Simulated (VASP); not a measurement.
# TiO (P-62m) in VASP: further runs

The runs below take TiO through single point, with r2SCAN.

All numbers are computed with VASP 6.6.1; they aren't measurements. Logs are shortened: lines on timing, memory, paths and dates and some standing lists are left out, and cuts for length are marked.

## 1. The cell of the first run

It takes space group P-62m (No. 189, hexagonal). Conventional cell: a = 4.989 Å, b = 4.989 Å, c = 2.873 Å, α = 90.00°, β = 90.00°, γ = 120.00°. Ti (site symmetry -6) has 6 O at 2.10 Å and 5 Ti at 2.87 to 2.88 Å within 2.9 Å. Within 2.6 Å of Ti (site symmetry -62m) lie 3 O at 1.97 Å. Within 2.7 Å of O (site symmetry m2m) lie 5 Ti at 1.97 to 2.10 Å and 4 O at 2.66 Å.

## 2. Single point, r2SCAN

POSCAR reads:

```
TiO
1.0
    4.9890877720      0.0000000000      0.0000000000
   -2.4945438860      4.3206767523      0.0000000000
    0.0000000000      0.0000000000      2.8733134400
Ti O
3 3
Direct
    0.6666666667      0.3333333333      0.5000000000
    0.3333333333      0.6666666667      0.5000000000
    0.0000000000      0.0000000000      0.0000000000
    0.6055592400      0.6055592400      0.0000000000
    0.3944407600      0.0000000000      0.0000000000
    0.0000000000      0.3944407600      0.0000000000
```

INCAR.step1 reads:

```
SYSTEM = TiO
PREC = Accurate
ENCUT = 520
ISMEAR = 0
SIGMA = 0.1
LREAL = .False.
LASPH = .True.
NELM = 80
NBANDS = 36
GGA = PE
ALGO = Normal
EDIFF = 1E-4
LWAVE = .True.
LCHARG = .False.
```

INCAR.step2 reads:

```
SYSTEM = TiO
PREC = Accurate
ENCUT = 520
EDIFF = 1E-7
ISMEAR = 0
SIGMA = 0.1
LREAL = .False.
LASPH = .True.
NELM = 80
ALGO = Normal
ISIF = 2
LWAVE = .False.
LCHARG = .False.
METAGGA = R2SCAN
LMIXTAU = .True.
NBANDS = 36
ISTART = 1
```

KPOINTS reads:

```
regular mesh
0
Gamma
  12 12 12
  0 0 0
```

Potentials or basis: VASP PAW PBE potentials, release 64 (Ti_sv, O).

Run with:

```sh
$ cat potpaw_PBE.64/Ti_sv/POTCAR potpaw_PBE.64/O/POTCAR > POTCAR
$ cp INCAR.step1 INCAR
$ mpirun -np 1 vasp_std > vasp.out
$ cp INCAR.step2 INCAR
$ mpirun -np 1 vasp_std > vasp.out
```

OUTCAR:

```text
SYSTEM = TiO
   PREC = Accurate
   ENCUT = 520
   EDIFF = 1E-7
   ISMEAR = 0
   LREAL = .False.
   LASPH = .True.
   NELM = 80
   ISIF = 2
   METAGGA = R2SCAN
   ISTART = 1

 ion  position               nearest neighbor table
   1  0.667  0.333  0.500-   6 2.10   6 2.10   5 2.10   5 2.10   4 2.10   4 2.10   2 2.88   2 2.88
                             2 2.88
   2  0.333  0.667  0.500-   5 2.10   5 2.10   6 2.10   6 2.10   4 2.10   4 2.10   1 2.88   1 2.88
                             1 2.88
   3  0.000  0.000  0.000-   5 1.97   4 1.97   6 1.97
   4  0.606  0.606  0.000-   3 1.97   2 2.10   2 2.10   1 2.10   1 2.10
   5  0.394  0.000  0.000-   3 1.97   2 2.10   2 2.10   1 2.10   1 2.10
   6  0.000  0.394  0.000-   3 1.97   1 2.10   1 2.10   2 2.10   2 2.10

  LATTYP: Found a hexagonal cell.
 ALAT       =     4.9890877720
 C/A-ratio  =     0.5759196012

  Lattice vectors:

 A1 = (   4.9890877720,   0.0000000000,   0.0000000000)
 A2 = (  -2.4945438860,   4.3206767523,   0.0000000000)
 A3 = (   0.0000000000,   0.0000000000,   2.8733134400)

Analysis of symmetry for initial positions (statically):
=====================================================================
 Subroutine PRICEL returns:
 Original cell was already a primitive cell.

 Routine SETGRP: Setting up the symmetry group for a
 hexagonal supercell.

 Subroutine GETGRP returns: Found 12 space group operations
 (whereof 12 operations were pure point group operations)
 out of a pool of 24 trial point group operations.

The static configuration has the point symmetry D_3h.

Analysis of symmetry for dynamics (positions and initial velocities):
=====================================================================
 Subroutine PRICEL returns:
 Original cell was already a primitive cell.

 Routine SETGRP: Setting up the symmetry group for a
 hexagonal supercell.

 Subroutine GETGRP returns: Found 12 space group operations
 (whereof 12 operations were pure point group operations)
 out of a pool of 24 trial point group operations.

The dynamic configuration has the point symmetry D_3h.

 Subroutine INISYM returns: Found 12 space group operations
 (whereof 12 operations are pure point group operations),
 and found     1 'primitive' translations

----------------------------------------------------------------------------------------

                                     Primitive cell

  volume of cell :      61.9378

  direct lattice vectors                    reciprocal lattice vectors
     4.989087772  0.000000000  0.000000000     0.200437444  0.115722612  0.000000000
    -2.494543886  4.320676752  0.000000000     0.000000000  0.231445224  0.000000000
     0.000000000  0.000000000  2.873313440     0.000000000  0.000000000  0.348030252

  length of vectors
     4.989087772  4.989087772  2.873313440     0.231445224  0.231445224  0.348030252

  position of ions in fractional coordinates (direct lattice)
     0.666666667  0.333333333  0.500000000
     0.333333333  0.666666667  0.500000000
     0.000000000  0.000000000  0.000000000
     0.605559240  0.605559240  0.000000000
     0.394440760  0.000000000  0.000000000
     0.000000000  0.394440760  0.000000000

  ion indices of the primitive-cell ions
   primitive index   ion index
                 1           1
                 2           2
                 3           3
                 4           4
                 5           5
                 6           6

----------------------------------------------------------------------------------------

 KPOINTS: regular mesh

Automatic generation of k-mesh.
 Grid dimensions read from file:
 generate k-points for:   12   12   12

 Generating k-lattice:

  Cartesian coordinates                     Fractional coordinates (reciprocal lattice)
     0.016703120  0.009643551  0.000000000     0.083333333  0.000000000  0.000000000
     0.000000000  0.019287102  0.000000000     0.000000000  0.083333333  0.000000000
     0.000000000  0.000000000  0.029002521     0.000000000  0.000000000  0.083333333

  Length of vectors
     0.019287102  0.019287102  0.029002521

  Shift w.r.t. Gamma in fractional coordinates (k-lattice)
     0.000000000  0.000000000  0.000000000

 Subroutine IBZKPT returns following result:
 ===========================================

 Found    133 irreducible k-points:

 Following reciprocal coordinates:
            Coordinates               Weight
  0.000000  0.000000  0.000000      1.000000
  0.083333  0.000000  0.000000      6.000000
  0.166667  0.000000  0.000000      6.000000
  0.250000  0.000000  0.000000      6.000000
  0.333333  0.000000  0.000000      6.000000
  0.416667  0.000000  0.000000      6.000000
[... 16 lines left out ...]
  0.250000  0.000000  0.083333     12.000000
  0.333333  0.000000  0.083333     12.000000
 [... further k-points ...]
   k-points           NKPTS =    133   k-points in BZ     NKDIM =    133   number of bands    NBANDS=     36
   number of dos      NEDOS =    301   number of ions     NIONS =      6
   total plane-waves  NPLWV =  38400
   dimension x,y,z NGX =    40 NGY =   40 NGZ =   24
   dimension x,y,z NGXF=    80 NGYF=   80 NGZF=   48
   ions per type =               3   3
   NGX,Y,Z   is equivalent  to a cutoff of  13.33, 13.33, 13.89 a.u.
   NGXF,Y,Z  is equivalent  to a cutoff of  26.66, 26.66, 27.77 a.u.
 SYSTEM =  TiO
   PREC   = accura    normal or accurate (medium, high low for compatibility)
   ISTART =      1    job   : 0-new  1-cont  2-samecut
   ICHARG =      0    charge: 1-file 2-atom 10-const
   ISPIN  =      1    spin polarized calculation?
   LNONCOLLINEAR =      F non collinear calculations
   LSORBIT =      F    spin-orbit coupling
   LASPH  =      T    aspherical Exc in radial PAW
   ENCUT  =  520.0 eV  38.22 Ry    6.18 a.u.   9.28  9.28  5.34*2*pi/ulx,y,z
   NELM   =     80;   NELMIN=  2; NELMDL=  0     # of ELM steps
   EDIFF  = 0.1E-06   stopping-criterion for ELM
   LREAL  =      F    real-space projection
   EDIFFG = 0.1E-05   stopping-criterion for IOM
   NSW    =      0    number of steps for IOM
   IBRION =     -1    ionic relax: 0-MD 1-quasi-New 2-CG
   NFREE  =      0    steps in history (QN), initial steepest desc. (CG)
   ISIF   =      2    stress and relaxation
   ISYM   =      2    0-nonsym 1-usesym 2-fastsym
   POTIM  = 0.5000    time-step for ionic-motion
   TEBEG  =    0.0;   TEEND  =   0.0 temperature during run
   PSTRESS=    0.0 pullay stress
   NELECT =      54.0000    total number of electrons
   NUPDOWN=      -1.0000    fix difference up-down
   EMIN   =  10.00;   EMAX   =-10.00  energy-range for DOS
   EFERMI =   0.00;   METHOD = LEGACY
   ISMEAR =     0;   SIGMA  =   0.10  broadening in eV -4-tet -1-fermi 0-gaus
   EFERMI_NEDOS =   21; number of points for ismear=-14 and -15
   IALGO  =     38    algorithm
   IMIX   =      4    mixing-type and parameters
     AMIX     =   0.40;   BMIX     =  1.00
     AMIX_MAG =   1.60;   BMIX_MAG =  1.00
  volume/ion in A,a.u.               =      10.32        69.66
  Fermi-wavevector in a.u.,A,eV,Ry     =   1.563942  2.955423 33.278709  2.445916
  Thomas-Fermi vector in A             =   2.666639
   LORBIT       =      0    0 simple, 1 ext, 2 COOP (PROOUT), +10 PAW based schemes
   METAGGA = R2SCAN    functional components
   LHFCALC =     F    Hartree Fock is set to
   AEXX    =    0.0000 exact exchange contribution
   IVDW    =     0    specifies the selected vdW correction
   LEPSILON=     F    determine dielectric tensor
   LRPA    =     F    only Hartree local field effects (RPA)
 non-spin polarized calculation
 Gauss-broadening in eV      SIGMA  =   0.10
  energy-cutoff  :      520.00
  volume of cell :       61.94
 maximum number of plane-waves:      1691
 NGX is ok and might be reduce to    40
   NGX = 19   NGY = 19   NGZ = 11

 number of electron      54.0000004 magnetization

 Free energy of the ion-electron system (eV)
  ---------------------------------------------------
  ext. energy  EPLUGINS =         0.00000000
  ---------------------------------------------------
  free energy    TOTEN  =       -73.64907251 eV

  energy without entropy =      -73.64593169  energy(sigma->0) =      -73.64750210

 E-fermi :  10.7719     XC(G=0): -13.2825

 val. band max:       10.7677975391   @ k =   0.0833   0.0833   0.1667
 cond. band min:      10.8143909613   @ k =   0.1667   0.0000   0.0000
 fundamental gap:      0.0465934221
 Fermi energy:        10.7719113099

 k-point     1 :       0.0000    0.0000    0.0000
  band No.  band energies     occupation
      1     -49.9639      2.00000
      2     -49.8835      2.00000
      3     -49.4277      2.00000
      4     -25.3975      2.00000
      5     -25.3975      2.00000
      6     -25.0968      2.00000
[... 28 lines left out ...]
     35      12.6794      0.00000
     36      12.9277      0.00000

 k-point     2 :       0.0833    0.0000    0.0000
  band No.  band energies     occupation
      1     -49.9626      2.00000
      2     -49.8846      2.00000
      3     -49.4278      2.00000
      4     -25.4033      2.00000
      5     -25.3972      2.00000
      6     -25.0898      2.00000
[... 28 lines left out ...]
     35      12.6982      0.00000
     36      13.0261      0.00000

 k-point     3 :       0.1667    0.0000    0.0000
  band No.  band energies     occupation
      1     -49.9589      2.00000
      2     -49.8881      2.00000
      3     -49.4280      2.00000
      4     -25.4180      2.00000
      5     -25.3930      2.00000
      6     -25.0752      2.00000
[... 28 lines left out ...]
     35      12.7521      0.00000
     36      13.2840      0.00000

 k-point     4 :       0.2500    0.0000    0.0000
  band No.  band energies     occupation
      1     -49.9532      2.00000
      2     -49.8935      2.00000
      3     -49.4284      2.00000
      4     -25.4363      2.00000
      5     -25.3793      2.00000
      6     -25.0705      2.00000
[... 28 lines left out ...]
     35      12.8334      0.00000
     36      13.2255      0.00000

 k-point     5 :       0.3333    0.0000    0.0000
  band No.  band energies     occupation
      1     -49.9462      2.00000
      2     -49.9002      2.00000
      3     -49.4289      2.00000
      4     -25.4529      2.00000
      5     -25.3532      2.00000
      6     -25.0918      2.00000
[... 655 lines left out ...]
 k-point    22 :       0.1667    0.0000    0.0833
  band No.  band energies     occupation
      1     -49.9550      2.00000
      2     -49.8847      2.00000
      3     -49.4249      2.00000
      4     -25.4074      2.00000
      5     -25.3829      2.00000
      6     -25.1036      2.00000
[... 28 lines left out ...]
     35      12.6821      0.00000
     36      13.3725      0.00000

 k-point    23 :       0.2500    0.0000    0.0833
  band No.  band energies     occupation
      1     -49.9494      2.00000
      2     -49.8900      2.00000
      3     -49.4253      2.00000
      4     -25.4251      2.00000
      5     -25.3695      2.00000
      6     -25.0994      2.00000
[... 28 lines left out ...]
     35      12.7583      0.00000
     36      13.1798      0.00000

 k-point    24 :       0.3333    0.0000    0.0833
  band No.  band energies     occupation
      1     -49.9424      2.00000
      2     -49.8967      2.00000
      3     -49.4257      2.00000
      4     -25.4412      2.00000
      5     -25.3444      2.00000
      6     -25.1050      2.00000
[... 28 lines left out ...]
     35      12.8360      0.00000
     36      13.0526      0.00000

 [... further k-points ...]
[... 5 lines left out ...]
  --------------------------------------------------------------------------------------
  -------------------------------------------------------------------------------------
  Total        0.0409688      0.0409688     -0.0235980      0.0000000     -0.0000000     -0.0000000
  in kB        1.0597610      1.0597610     -0.6104216      0.0000000     -0.0000000     -0.0000000
  external PRESSURE =       0.5030335 kB  Pullay stress =       0.0000000 kB

 VOLUME and BASIS-vectors are now :
 -----------------------------------------------------------------------------
  energy-cutoff  :      520.00
  volume of cell :       61.94
      direct lattice vectors                 reciprocal lattice vectors
     4.989087772  0.000000000  0.000000000     0.200437444  0.115722612  0.000000000
    -2.494543886  4.320676752  0.000000000     0.000000000  0.231445224  0.000000000
     0.000000000  0.000000000  2.873313440     0.000000000  0.000000000  0.348030252

 POSITION                                       TOTAL-FORCE (eV/Angst)
 -----------------------------------------------------------------------------------
      2.49454      1.44023      1.43666        -0.000000      0.000000      0.000000
     -0.00000      2.88045      1.43666         0.000000      0.000000      0.000000
      0.00000      0.00000      0.00000        -0.000000      0.000000      0.000000
      1.51059      2.61643      0.00000         0.003570      0.006184      0.000000
      1.96790      0.00000      0.00000        -0.007141      0.000000      0.000000
     -0.98395      1.70425      0.00000         0.003570     -0.006184     -0.000000
 -----------------------------------------------------------------------------------
    total drift:                               -0.000001     -0.000002      0.000001

  FREE ENERGIE OF THE ION-ELECTRON SYSTEM (eV)
  ---------------------------------------------------
  free  energy   TOTEN  =       -73.6490725087 eV

  energy  without entropy=      -73.6459316888  energy(sigma->0) =      -73.64750210
```

Run time: 25 min. Hardware: 1 thread of AMD EPYC 7R13 (Zen 3), shared host; peak memory 0.33 GiB.

Results:

| Property | Result |
| --- | --- |
| Free energy | -73.6491 eV |
| Pressure | 0.1 GPa |
| Largest force | 0.007 eV/Å |
| Band gap on the k mesh | zero (bands 27 and 28 overlap by 1.33 eV) |

Forces in eV/Å, atoms in the order of the input:
```
Ti   0.000  0.000  0.000
Ti   0.000  0.000  0.000
Ti   0.000  0.000  0.000
O    0.004  0.006  0.000
O   -0.007  0.000  0.000
O    0.004 -0.006  0.000
```

Caveat: the PAW data sets were made with another functional, which shifts forces and pressure a little; semilocal functionals often make such compounds metallic where correlation or magnetic order opens a gap, which also shifts bond lengths.

## 3. Single point, r2SCAN

POSCAR is that of step 2.

INCAR.step1 reads:

```
PREC     = Accurate       # precision mode
ENCUT    = 520            # plane-wave cutoff, eV
ISMEAR   = 0              # smearing method
SIGMA    = 0.1            # smearing width, eV
LREAL    = F              # projectors in reciprocal space
LASPH    = T              # aspherical terms in the spheres
NELM     = 80             # most SCF steps
NBANDS   = 36             # bands
GGA      = PE             # functional
ALGO     = Normal         # electronic algorithm
EDIFF    = 1E-4           # SCF threshold, eV
LWAVE    = T              # write WAVECAR
LCHARG   = F              # write CHGCAR
```

INCAR.step2 reads:

```
PREC     = Accurate       # precision mode
ENCUT    = 520            # plane-wave cutoff, eV
EDIFF    = 1E-7           # SCF threshold, eV
ISMEAR   = 0              # smearing method
SIGMA    = 0.1            # smearing width, eV
LREAL    = F              # projectors in reciprocal space
LASPH    = T              # aspherical terms in the spheres
NELM     = 80             # most SCF steps
ALGO     = Normal         # electronic algorithm
ISIF     = 2              # what is computed and relaxed
LWAVE    = F              # write WAVECAR
LCHARG   = F              # write CHGCAR
METAGGA  = R2SCAN         # meta-GGA
LMIXTAU  = T            
NBANDS   = 36             # bands
ISTART   = 1
```

KPOINTS reads:

```
regular mesh
0
Gamma
  12 12 12
```

Potentials or basis: VASP PAW PBE potentials, release 64 (Ti_sv, O).

Run with:

```sh
$ cat potpaw_PBE.64/Ti_sv/POTCAR potpaw_PBE.64/O/POTCAR > POTCAR
$ cp INCAR.step1 INCAR
$ mpirun -np 1 vasp_std > vasp.out
$ cp INCAR.step2 INCAR
$ mpirun -np 1 vasp_std > vasp.out
```

It took 25 min on 1 thread of AMD EPYC 7R13 (Zen 3), shared host; peak memory 0.33 GiB.

It converged, with:

* Free energy: -73.6491 eV
* Pressure: 0.1 GPa
* Largest force: 0.007 eV/Å
* Band gap on the k mesh: zero (bands 27 and 28 overlap by 1.33 eV)

Forces on the atoms (eV/Å):
```
Ti   0.000  0.000  0.000
Ti   0.000  0.000  0.000
Ti   0.000  0.000  0.000
O    0.004  0.006  0.000
O   -0.007  0.000  0.000
O    0.004 -0.006  0.000
```

Stress tensor (GPa, compression positive):
```
 0.11  0.00  0.00
 0.00  0.11  0.00
 0.00  0.00 -0.06
```

Levels at points of the mesh, in eV from the Fermi level:
```tsv
k point	band 25	band 26	band 27	band 28	band 29	band 30
(0.00, 0.00, 0.00)	-3.67	-0.89	-0.84	-0.84	0.50	0.50
(0.50, 0.00, 0.00)	-2.76	-2.13	-1.81	0.42	1.12	1.19
(0.00, 0.00, 0.50)	-2.04	-2.04	0.48	1.22	1.22	1.24
(0.50, 0.00, 0.50)	-2.08	-1.55	-0.57	0.53	0.83	1.59
```

Caveat: the PAW data sets were made with another functional, which shifts forces and pressure a little; semilocal functionals often make such compounds metallic where correlation or magnetic order opens a gap, which also shifts bond lengths.
